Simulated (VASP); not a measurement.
Input of a VASP 6.6.1 run:

Contents of INCAR:

```
SYSTEM = Ta
ALGO = Normal
EDIFF = 1E-6
ENCUT = 520
GGA = PE
ISIF = 2
ISMEAR = -1
LASPH = .TRUE.
LCHARG = .FALSE.
LREAL = .FALSE.
LWAVE = .FALSE.
NBANDS = 12
NELM = 80
PREC = Accurate
SIGMA = 0.1
```

The input KPOINTS:

```
k-points
0
G
  21 21 21
  0 0 0
```

The input POSCAR:

```
Ta
1.0
    0.0000000000      2.1115012946      2.1115012946
    2.1115012946      0.0000000000      2.1115012946
    2.1115012946      2.1115012946      0.0000000000
Ta
1
Direct
    0.0000000000      0.0000000000      0.0000000000
```

Potentials or basis: VASP PAW PBE potentials, release 64 (Ta_pv).

The run is started by

```sh
$ cat potpaw_PBE.64/Ta_pv/POTCAR > POTCAR
$ mpirun -np 1 vasp_std > vasp.out
```

**Question.** Estimate the pressure.

**Answer.** 0.1 GPa.
